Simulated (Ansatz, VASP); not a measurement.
## BeS in VASP and in Ansatz

File POSCAR:

```
BeS
1.0
    0.0000000000      2.4343062304      2.4343062304
    2.4184832399      0.0000000000      2.4343062304
    2.4184832399      2.4343062304      0.0000000000
Be S
1 1
Direct
    0.0000000000      0.0000000000      0.0000000000
    0.2500000000      0.2500000000      0.2500000000
```

Contents of INCAR.step1:

```
ALGO = Normal ; EDIFF = 1E-4
ENCUT = 520 ; GGA = PE
ISMEAR = 0 ; LASPH = T
LCHARG = F ; LREAL = F
LWAVE = T ; NBANDS = 11
NELM = 100 ; PREC = Accurate
SIGMA = 0.01
```

Contents of INCAR.step2:

```
ALGO = Normal ; EDIFF = 1E-6
ENCUT = 520 ; ISIF = 2
ISMEAR = 0 ; ISTART = 1
LASPH = T ; LCHARG = F
LMIXTAU = T ; LREAL = F
LWAVE = F ; METAGGA = R2SCAN
NBANDS = 11 ; NELM = 100
PREC = Accurate ; SIGMA = 0.01
```

File KPOINTS:

```
k-points
0
Gamma
  10 10 10
```

Input for Ansatz:

```yaml
crystal:
  lattice:
    - [0.0, 2.4343062304, 2.4343062304]
    - [2.4184832399, 0.0, 2.4343062304]
    - [2.4184832399, 2.4343062304, 0.0]
  atoms:
    - { symbol: Be, position: [0.0, 0.0, 0.0] }
    - { symbol: S, position: [0.25, 0.25, 0.25] }
kpoints:
  mp_grid: { grid: [10, 10, 10] }
  band_path:
    path:
      - [0.0, 0.0, 0.0]
      - [-0.5, -0.5, 0.0]
      - [-0.375, -0.375, 0.25]
      - [-0.375, 0.0, 0.375]
      - [0.0, 0.0, 0.5]
      - [-0.5, -0.25, 0.25]
      - [-0.0375, 0.0, 0.0375]
    npoints: 1
hamiltonian:
  xc: r2scan
scf:
  occupations: { method: fixed }
  n_extra_bands: 4
output:
  forces: true
  stress: true
  eigenvalues: true
```

Change from the starting cell: uniaxial_x strain -0.7%.

Alike in both runs: task single point; functional r2SCAN; k mesh 10 × 10 × 10; no spin polarisation.

```csv
,VASP,Ansatz
version,VASP 6.6.1,Ansatz 0.2.0
potentials or method,"VASP PAW PBE potentials, release 64 (Be, S)","plane waves, PAW"
plane-wave cutoff (eV),520,500
occupations,"gaussian, width 0.01 eV",fixed
valence electrons in the cell,8,8
```

```tsv
	VASP	Ansatz	Ansatz less VASP
gap on the k mesh at the Fermi level (eV)	3.53	3.52	-0.009
pressure (GPa)	0.9	0.6	-0.28
traceless stress, the component that is largest in VASP (GPa)	0.43	0.44	+0.006
```

VASP's potentials were made for PBE, not for r2SCAN.
